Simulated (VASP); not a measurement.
A run of VASP 6.6.1:

The input INCAR:

```
ALGO = Normal
EDIFF = 1E-7
ENCUT = 520
GGA = PE
ISIF = 2
ISMEAR = -1
ISPIN = 2
LASPH = T
LCHARG = F
LMAXMIX = 4
LORBIT = 11
LREAL = F
LWAVE = F
MAGMOM = 8 0
NBANDS = 20
NELM = 150
NUPDOWN = 8.0
PREC = Accurate
SIGMA = 0.05
```

KPOINTS

```
k-points
0
Gamma
  8 8 8
```

File POSCAR:

```
MnS
1.0
    0.0000000000      2.4734634191      2.4734634191
    2.4734634191      0.0000000000      2.4734634191
    2.4734634191      2.4734634191      0.0000000000
Mn S
1 1
Direct
    0.0000000000      0.0000000000      0.0000000000
    0.7500000000      0.7500000000      0.7500000000
```

Potentials or basis: VASP PAW PBE potentials, release 64 (Mn_pv, S).

Launch:

```console
$ cat potpaw_PBE.64/Mn_pv/POTCAR potpaw_PBE.64/S/POTCAR > POTCAR
$ mpirun -np 1 vasp_std > vasp.out
```

Hardware: 1 thread of Intel(R) Xeon(R) 6975P-C (Granite Rapids) (shared host).

**Question.** How long does it take, and how much memory?

**Answer.** It took 26 s on 1 thread of Intel(R) Xeon(R) 6975P-C (Granite Rapids) (shared host), peak memory 0.18 GiB. Counts: scf iterations 15, k points 29.
